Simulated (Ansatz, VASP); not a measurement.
**C: VASP beside Ansatz**

INCAR

```
ALGO = Normal
EDIFF = 1E-6
ENCUT = 520
GGA = PS
ISIF = 2
ISMEAR = 0
LASPH = T
LCHARG = F
LREAL = F
LWAVE = F
NBANDS = 16
NELM = 80
PREC = Accurate
SIGMA = 0.02
```

The input KPOINTS:

```
k-points
0
Gamma
  10 10 10
```

The input POSCAR:

```
C
1.0
   -2.6788880432      2.6788880432      1.5486219313
    2.6788880432     -2.6788880432      1.5486219313
    2.6788880432      2.6788880432     -1.5486219313
C
4
Direct
    0.1788010600      0.1788010600      0.3576021200
    0.8211989400      0.8211989400      0.6423978800
    0.1788010600      0.8211989400      0.0000000000
    0.8211989400      0.1788010600      0.0000000000
```

Input for Ansatz:

```yaml
crystal:
  lattice:
    - [-2.6788880432, 2.6788880432, 1.5486219313]
    - [2.6788880432, -2.6788880432, 1.5486219313]
    - [2.6788880432, 2.6788880432, -1.5486219313]
  atoms:
    - { symbol: C, position: [0.17880106, 0.17880106, 0.35760212] }
    - { symbol: C, position: [0.82119894, 0.82119894, 0.64239788] }
    - { symbol: C, position: [0.17880106, 0.82119894, 0.0] }
    - { symbol: C, position: [0.82119894, 0.17880106, 0.0] }
basis:
  ecutwfc: 420
kpoints:
  mp_grid: { grid: [10, 10, 10] }
hamiltonian:
  xc: pbesol
scf:
  occupations: { method: gaussian, width: 0.02 }
output:
  forces: true
  stress: true
  eigenvalues: true
  populations: true
```

Alike in both runs: task single point; functional PBEsol; k mesh 10 × 10 × 10; occupations gaussian, width 0.02 eV; no spin polarisation.

```csv
,VASP,Ansatz
version,VASP 6.6.1,Ansatz 0.2.0
potentials or method,"VASP PAW PBE potentials, release 64 (C), cutoff 520 eV","scalar-relativistic, plane waves, PAW"
valence electrons in the cell,16,16
```

|  | VASP | Ansatz | Ansatz less VASP |
| --- | --- | --- | --- |
| gap on the k mesh at the Fermi level (eV) | 1.96 | 1.96 | -0.001 |
| least direct gap on the mesh (eV) | 2.11 | 2.11 | 0.000 |
| pressure (GPa) | -73.8 | -73.9 | -0.07 |
| traceless stress, the component that is largest in VASP (GPa) | -4.45 | -4.44 | +0.001 |
| rms of the force components (eV/Å) | 0.288 | 0.290 | +0.0018 |

VASP's potentials were made for PBE, not for PBEsol. Atom by atom the forces differ by 0.002 eV/Å (rms over components). Both programs put the cell under strong tension, so it lies far from rest at this level. With one functional, cell and mesh, what is left measures potentials, basis and numerics.

Noted on VASP's run: the cell as given lies far from equilibrium.
